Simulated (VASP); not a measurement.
# Si in VASP: a series of runs

Runs on Si. Level: LDA. Tasks: single point.

Everything below comes from runs of VASP 6.6.1. Logs are shortened: lines on timing, memory, paths and dates and some standing lists are left out, and cuts for length are marked.

### 1 The cell of the first run

It takes space group Fd-3m (No. 227, cubic). Conventional cell: a = 5.537 Å, b = 5.537 Å, c = 5.537 Å, α = 90.00°, β = 90.00°, γ = 90.00°. Within 3.2 Å of Si (site symmetry -43m) lie 4 Si at 2.40 Å.

### 2 Single point, LDA (volume scaled by 1.06)

Input file INCAR:

```
PREC = Accurate
ENCUT = 520
EDIFF = 1E-6
ISMEAR = -1
SIGMA = 0.08
LREAL = False
LASPH = True
NELM = 100
ALGO = Normal
ISIF = 2
LWAVE = False
LCHARG = False
NBANDS = 11
```

Input file KPOINTS:

```
regular mesh
0
Gamma
  12 12 12
```

Input file POSCAR:

```
Si
1.0
    0.0000000000      2.7687280309      2.7687280309
    2.7687280309      0.0000000000      2.7687280309
    2.7687280309      2.7687280309      0.0000000000
Si
2
Direct
    0.5000000000      0.5000000000      0.5000000000
    0.7500000000      0.7500000000      0.7500000000
```

Potentials or basis: VASP PAW LDA potentials, release 64 (Si).

Run with:

```
cat potpaw_LDA.64/Si/POTCAR > POTCAR
mpirun -np 1 vasp_std > vasp.out
```

OUTCAR:

```text
PREC = Accurate
   ENCUT = 520
   EDIFF = 1E-6
   ISMEAR = -1
   LREAL = False
   LASPH = True
   NELM = 100
   ISIF = 2

 ion  position               nearest neighbor table
   1  0.500  0.500  0.500-   2 2.40   2 2.40   2 2.40   2 2.40
   2  0.750  0.750  0.750-   1 2.40   1 2.40   1 2.40   1 2.40

  LATTYP: Found a face centered cubic cell.
 ALAT       =     5.5374560618

  Lattice vectors:

 A1 = (   0.0000000000,   2.7687280309,   2.7687280309)
 A2 = (   2.7687280309,   0.0000000000,   2.7687280309)
 A3 = (   2.7687280309,   2.7687280309,   0.0000000000)

Analysis of symmetry for initial positions (statically):
[... 5 lines left out ...]
 face centered cubic supercell.

 Subroutine GETGRP returns: Found 48 space group operations
 (whereof 24 operations were pure point group operations)
 out of a pool of 48 trial point group operations.

The static configuration has the point symmetry T_d .
 The point group associated with its full space group is O_h .

Analysis of symmetry for dynamics (positions and initial velocities):
[... 5 lines left out ...]
 face centered cubic supercell.

 Subroutine GETGRP returns: Found 48 space group operations
 (whereof 24 operations were pure point group operations)
 out of a pool of 48 trial point group operations.

The dynamic configuration has the point symmetry T_d .
 The point group associated with its full space group is O_h .

 Subroutine INISYM returns: Found 48 space group operations
 (whereof 24 operations are pure point group operations),
 and found     1 'primitive' translations

----------------------------------------------------------------------------------------

                                     Primitive cell

  volume of cell :      42.4493

  direct lattice vectors                    reciprocal lattice vectors
     0.000000000  2.768728031  2.768728031    -0.180588340  0.180588340  0.180588340
     2.768728031  0.000000000  2.768728031     0.180588340 -0.180588340  0.180588340
     2.768728031  2.768728031  0.000000000     0.180588340  0.180588340 -0.180588340

  length of vectors
     3.915572732  3.915572732  3.915572732     0.312788181  0.312788181  0.312788181

  position of ions in fractional coordinates (direct lattice)
     0.500000000  0.500000000  0.500000000
     0.750000000  0.750000000  0.750000000

  ion indices of the primitive-cell ions
   primitive index   ion index
                 1           1
                 2           2

----------------------------------------------------------------------------------------

 KPOINTS: regular mesh

Automatic generation of k-mesh.
 Grid dimensions read from file:
 generate k-points for:   12   12   12

 Generating k-lattice:

  Cartesian coordinates                     Fractional coordinates (reciprocal lattice)
    -0.015049028  0.015049028  0.015049028     0.083333333  0.000000000  0.000000000
     0.015049028 -0.015049028  0.015049028     0.000000000  0.083333333  0.000000000
     0.015049028  0.015049028 -0.015049028     0.000000000  0.000000000  0.083333333

  Length of vectors
     0.026065682  0.026065682  0.026065682

  Shift w.r.t. Gamma in fractional coordinates (k-lattice)
     0.000000000  0.000000000  0.000000000

 Subroutine IBZKPT returns following result:
 ===========================================

 Found     72 irreducible k-points:

 Following reciprocal coordinates:
            Coordinates               Weight
  0.000000  0.000000  0.000000      1.000000
  0.083333  0.000000  0.000000      8.000000
  0.166667  0.000000  0.000000      8.000000
  0.250000  0.000000  0.000000      8.000000
  0.333333  0.000000  0.000000      8.000000
  0.416667  0.000000  0.000000      8.000000
[... 16 lines left out ...]
  0.500000  0.166667  0.000000     24.000000
 -0.416667  0.166667  0.000000     24.000000
 [... further k-points ...]
   k-points           NKPTS =     72   k-points in BZ     NKDIM =     72   number of bands    NBANDS=     11
   number of dos      NEDOS =    301   number of ions     NIONS =      2
   total plane-waves  NPLWV =  27000
   dimension x,y,z NGX =    30 NGY =   30 NGZ =   30
   dimension x,y,z NGXF=    60 NGYF=   60 NGZF=   60
   ions per type =               2
   NGX,Y,Z   is equivalent  to a cutoff of  12.74, 12.74, 12.74 a.u.
   NGXF,Y,Z  is equivalent  to a cutoff of  25.47, 25.47, 25.47 a.u.
 SYSTEM =  unknown system
   PREC   = accura    normal or accurate (medium, high low for compatibility)
   ISTART =      0    job   : 0-new  1-cont  2-samecut
   ICHARG =      2    charge: 1-file 2-atom 10-const
   ISPIN  =      1    spin polarized calculation?
   LNONCOLLINEAR =      F non collinear calculations
   LSORBIT =      F    spin-orbit coupling
   LASPH  =      T    aspherical Exc in radial PAW
   ENCUT  =  520.0 eV  38.22 Ry    6.18 a.u.   7.28  7.28  7.28*2*pi/ulx,y,z
   NELM   =    100;   NELMIN=  2; NELMDL= -5     # of ELM steps
   EDIFF  = 0.1E-05   stopping-criterion for ELM
   LREAL  =      F    real-space projection
   EDIFFG = 0.1E-04   stopping-criterion for IOM
   NSW    =      0    number of steps for IOM
   IBRION =     -1    ionic relax: 0-MD 1-quasi-New 2-CG
   NFREE  =      0    steps in history (QN), initial steepest desc. (CG)
   ISIF   =      2    stress and relaxation
   ISYM   =      2    0-nonsym 1-usesym 2-fastsym
   POTIM  = 0.5000    time-step for ionic-motion
   TEBEG  =    0.0;   TEEND  =   0.0 temperature during run
   PSTRESS=    0.0 pullay stress
   NELECT =       8.0000    total number of electrons
   NUPDOWN=      -1.0000    fix difference up-down
   EMIN   =  10.00;   EMAX   =-10.00  energy-range for DOS
   EFERMI =   0.00;   METHOD = LEGACY
   ISMEAR =    -1;   SIGMA  =   0.08  broadening in eV -4-tet -1-fermi 0-gaus
   EFERMI_NEDOS =   21; number of points for ismear=-14 and -15
   IALGO  =     38    algorithm
   IMIX   =      4    mixing-type and parameters
     AMIX     =   0.40;   BMIX     =  1.00
     AMIX_MAG =   1.60;   BMIX_MAG =  1.00
  volume/ion in A,a.u.               =      21.22       143.23
  Fermi-wavevector in a.u.,A,eV,Ry     =   0.938601  1.773699 11.986360  0.880973
  Thomas-Fermi vector in A             =   2.065830
   LORBIT       =      0    0 simple, 1 ext, 2 COOP (PROOUT), +10 PAW based schemes
   GGA     = CA    functional components
   LHFCALC =     F    Hartree Fock is set to
   AEXX    =    0.0000 exact exchange contribution
   IVDW    =     0    specifies the selected vdW correction
   LEPSILON=     F    determine dielectric tensor
   LRPA    =     F    only Hartree local field effects (RPA)
 non-spin polarized calculation
  energy-cutoff  :      520.00
  volume of cell :       42.45
 maximum number of plane-waves:      1162
 NGX is ok and might be reduce to    30
   NGX = 15   NGY = 15   NGZ = 15

 number of electron       8.0000000 magnetization

 Free energy of the ion-electron system (eV)
  ---------------------------------------------------
  ext. energy  EPLUGINS =         0.00000000
  ---------------------------------------------------
  free energy    TOTEN  =       -11.85875400 eV

  energy without entropy =      -11.85844331  energy(sigma->0) =      -11.85859866

 E-fermi :   5.4650     XC(G=0):  -9.3880

 val. band max:        5.1895457260   @ k =   0.0000   0.0000   0.0000
 cond. band min:       5.7518792783   @ k =   0.4167   0.4167   0.0000
 fundamental gap:      0.5623335523
 Fermi energy:         5.4650321675

 k-point     1 :       0.0000    0.0000    0.0000
  band No.  band energies     occupation
      1      -6.3794      2.00000
      2       5.1895      1.93808
      3       5.1895      1.93808
      4       5.1895      1.93808
      5       7.6862      0.00000
      6       7.6862      0.00000
      7       7.6862      0.00000
      8       7.7447      0.00000
      9      12.6243      0.00000
     10      12.8831      0.00000
     11      12.8831      0.00000

 k-point     2 :       0.0833    0.0000    0.0000
  band No.  band energies     occupation
      1      -6.2929      2.00000
      2       4.3132      2.00000
      3       5.0541      1.98832
      4       5.0541      1.98832
      5       7.5637      0.00000
      6       7.8850      0.00000
      7       7.8850      0.00000
      8       8.5876      0.00000
      9      12.6124      0.00000
     10      12.6124      0.00000
     11      13.0032      0.00000

 k-point     3 :       0.1667    0.0000    0.0000
  band No.  band energies     occupation
      1      -6.0361      2.00000
      2       2.8288      2.00000
      3       4.7630      1.99969
      4       4.7630      1.99969
      5       7.2459      0.00000
      6       8.3005      0.00000
      7       8.3005      0.00000
      8      10.0354      0.00000
      9      12.2448      0.00000
     10      12.2448      0.00000
     11      13.7687      0.00000

 k-point     4 :       0.2500    0.0000    0.0000
  band No.  band energies     occupation
      1      -5.6200      2.00000
      2       1.3443      2.00000
      3       4.4674      1.99999
      4       4.4674      1.99999
      5       6.9084      0.00000
      6       8.6002      0.00000
      7       8.6002      0.00000
      8      11.4882      0.00000
      9      12.3237      0.00000
     10      12.3237      0.00000
     11      13.7664      0.00000
[... 239 lines left out ...]
 k-point    22 :       0.4167    0.1667    0.0000
  band No.  band energies     occupation
      1      -4.5718      2.00000
      2      -0.3458      2.00000
      3       2.8385      2.00000
      4       3.4560      2.00000
      5       7.1038      0.00000
      6       9.1723      0.00000
      7       9.9513      0.00000
      8      10.0734      0.00000
      9      14.7109      0.00000
     10      15.1631      0.00000
     11      15.3308      0.00000

 k-point    23 :       0.5000    0.1667    0.0000
  band No.  band energies     occupation
      1      -4.0273      2.00000
      2      -1.2218      2.00000
      3       2.5098      2.00000
      4       3.5048      2.00000
      5       7.1192      0.00000
      6       9.0662      0.00000
      7       9.7064      0.00000
      8      11.3542      0.00000
      9      14.2272      0.00000
     10      15.4160      0.00000
     11      16.4372      0.00000

 k-point    24 :      -0.4167    0.1667    0.0000
  band No.  band energies     occupation
      1      -3.9223      2.00000
      2      -1.3696      2.00000
      3       2.3103      2.00000
      4       3.6775      2.00000
      5       7.2375      0.00000
      6       9.0376      0.00000
      7       9.4914      0.00000
      8      12.8194      0.00000
      9      13.3393      0.00000
     10      13.7820      0.00000
     11      15.9141      0.00000

 [... further k-points ...]
[... 5 lines left out ...]
  --------------------------------------------------------------------------------------
  -------------------------------------------------------------------------------------
  Total       -1.6134819     -1.6134819     -1.6134819      0.0000000      0.0000000      0.0000000
  in kB      -60.8981063    -60.8981063    -60.8981063      0.0000000      0.0000000      0.0000000
  external PRESSURE =     -60.8981063 kB  Pullay stress =       0.0000000 kB

 VOLUME and BASIS-vectors are now :
 -----------------------------------------------------------------------------
  energy-cutoff  :      520.00
  volume of cell :       42.45
      direct lattice vectors                 reciprocal lattice vectors
     0.000000000  2.768728031  2.768728031    -0.180588340  0.180588340  0.180588340
     2.768728031  0.000000000  2.768728031     0.180588340 -0.180588340  0.180588340
     2.768728031  2.768728031  0.000000000     0.180588340  0.180588340 -0.180588340

 POSITION                                       TOTAL-FORCE (eV/Angst)
 -----------------------------------------------------------------------------------
      2.76873      2.76873      2.76873        -0.000000     -0.000000     -0.000000
      4.15309      4.15309      4.15309         0.000000      0.000000      0.000000
 -----------------------------------------------------------------------------------
    total drift:                               -0.000000     -0.000000     -0.000000

  FREE ENERGIE OF THE ION-ELECTRON SYSTEM (eV)
  ---------------------------------------------------
  free  energy   TOTEN  =       -11.8587540029 eV

  energy  without entropy=      -11.8584433071  energy(sigma->0) =      -11.85859866
```

Wall time 11 s (1 thread of Intel Xeon 6975P-C (Granite Rapids), shared host); peak memory 0.15 GiB.

Results:

* Free energy: -11.8588 eV
* Pressure: -6.1 GPa
* Band gap on the k mesh: 0.56 eV, indirect (least direct gap 2.36 eV)

Levels at points of the mesh, in eV from the valence-band top:
| k point | band 1 | band 2 | band 3 | band 4 | band 5 | band 6 | band 7 | band 8 | band 9 |
| --- | --- | --- | --- | --- | --- | --- | --- | --- | --- |
| (0.00, 0.00, 0.00) | -11.57 | 0.00 | 0.00 | 0.00 | 2.50 | 2.50 | 2.50 | 2.56 | 7.43 |
| (0.50, 0.00, 0.00) | -9.37 | -6.73 | -1.14 | -1.14 | 1.22 | 3.31 | 3.31 | 7.42 | 10.37 |
| (0.50, 0.50, 0.00) | -7.63 | -7.63 | -2.70 | -2.70 | 0.71 | 0.71 | 9.49 | 9.49 | 10.74 |

### 3 Single point, LDA (equal xx and yy strain of -2 %)

Input file INCAR:

```
SYSTEM = Si
ALGO = Normal ; EDIFF = 1E-7
ENCUT = 520 ; GGA = CA
ISIF = 2 ; ISMEAR = -1
LASPH = .True. ; LCHARG = .False.
LREAL = .False. ; LWAVE = .False.
NBANDS = 11 ; NELM = 60
PREC = Accurate ; SIGMA = 0.08
```

Input file KPOINTS:

```
k-points
0
Gamma
  12 12 12
  0 0 0
```

Input file POSCAR:

```
Si
1.0
    0.0000000000      2.6611606000      2.7154700000
    2.6611606000      0.0000000000      2.7154700000
    2.6611606000      2.6611606000      0.0000000000
Si
2
Direct
    0.5000000000      0.5000000000      0.5000000000
    0.7500000000      0.7500000000      0.7500000000
```

Potentials or basis: VASP PAW LDA potentials, release 64 (Si).

Run with:

```
cat potpaw_LDA.64/Si/POTCAR > POTCAR
mpirun -np 1 vasp_std > vasp.out
```

It took 48 s on 1 thread of Intel Xeon Platinum 8375C at 2.90GHz (Ice Lake), shared host; peak memory 0.17 GiB.

It converged, with:

```
Free energy            : -11.9091 eV
Pressure               : 2.5 GPa
Band gap on the k mesh : 0.29 eV, indirect (least direct gap 2.47 eV)
```

Stress tensor (GPa, compression positive):
```
3.17 0.00 0.00
0.00 3.17 0.00
0.00 0.00 1.18
```

Levels at points of the mesh, in eV from the valence-band top:
```
           k point  band 1  band 2  band 3  band 4  band 5  band 6  band 7  band 8
(0.00, 0.00, 0.00)  -12.29   -0.15    0.00    0.00    2.47    2.47    2.54    3.62
(0.50, 0.00, 0.00)   -9.84   -7.23   -1.38   -1.18    1.51    3.16    3.31    7.53
(0.50, 0.50, 0.00)   -8.08   -8.08   -2.90   -2.90    0.59    0.59   10.30   10.30
(0.50, 0.00, 0.50)   -7.95   -7.95   -3.06   -3.06    0.42    0.42   10.18   10.18
```

Caveat: the cell differs from its parent crystal (equal xx and yy strain of -2 %). A k mesh can miss the band edges.

### 4 Single point, LDA (zz strain of -2 %)

Input file INCAR:

```
SYSTEM = Si
PREC     = Accurate       ! precision mode
ENCUT    = 520            ! plane-wave cutoff, eV
EDIFF    = 1E-7           ! SCF threshold, eV
ISMEAR   = -1             ! smearing method
SIGMA    = 0.08           ! smearing width, eV
LREAL    = .False.        ! projectors in reciprocal space
LASPH    = .True.         ! aspherical terms in the spheres
NELM     = 60             ! most SCF steps
ALGO     = Normal         ! electronic algorithm
ISIF     = 2              ! what is computed and relaxed
LWAVE    = .False.        ! write WAVECAR
LCHARG   = .False.        ! write CHGCAR
NBANDS   = 11             ! bands
```

Input file KPOINTS:

```
regular mesh
0
Gamma
  12 12 12
  0 0 0
```

Input file POSCAR:

```
Si
1.0
    0.0000000000      2.7154700000      2.6611606000
    2.7154700000      0.0000000000      2.6611606000
    2.7154700000      2.7154700000      0.0000000000
Si
2
Direct
    0.5000000000      0.5000000000      0.5000000000
    0.7500000000      0.7500000000      0.7500000000
```

Run with:

```
cat potpaw_LDA.64/Si/POTCAR > POTCAR
mpirun -np 1 vasp_std > vasp.out
```

It took 55 s on 1 thread of Intel Xeon Platinum 8375C at 2.90GHz (Ice Lake), shared host; peak memory 0.17 GiB.

Results (log left out):

| Item | Value |
| --- | --- |
| Free energy | -11.9165 eV |
| Pressure | 0.4 GPa |
| Band gap on the k mesh | 0.22 eV, indirect (least direct gap 2.39 eV) |

Stress tensor (GPa, compression positive):
```
-0.18  0.00  0.00
 0.00 -0.18  0.00
 0.00  0.00  1.66
```

Levels at points of the mesh, in eV from the valence-band top:
```csv
k point,band 2,band 3,band 4,band 5,band 6,band 7
"(0.00, 0.00, 0.00)",-0.14,-0.14,0.00,2.39,2.47,2.47
"(0.50, 0.00, 0.00)",-7.18,-1.40,-1.21,1.39,3.11,3.29
"(0.50, 0.50, 0.00)",-7.89,-3.10,-3.10,0.37,0.37,10.03
"(0.50, 0.00, 0.50)",-8.01,-2.94,-2.94,0.53,0.53,9.99
```

Caveat: the cell differs from its parent crystal (zz strain of -2 %). A k mesh can miss the band edges.

### 5 Summary

| cell | gap on the mesh (eV) | pressure (GPa) |
| --- | --- | --- |
| a = 3.916 Å, angles 60.0°, 2 atoms | 0.56 | -6.1 |
| a = 3.802, b = 3.802, c = 3.763 Å, angles 60.3, 60.3, 59.3°, 2 atoms | 0.29 | 2.5 |
| a = 3.802, b = 3.802, c = 3.840 Å, angles 59.7, 59.7, 60.7°, 2 atoms | 0.22 | 0.4 |

Alike in all rows: task single point; level LDA; potentials or basis VASP PAW LDA potentials, release 64 (Si); no spin polarisation; k mesh 12 × 12 × 12; cutoff (eV) 520; smearing fermi-dirac 0.08 eV.

Total energies depend on the potentials used, so only differences within one code and one set of settings carry meaning.
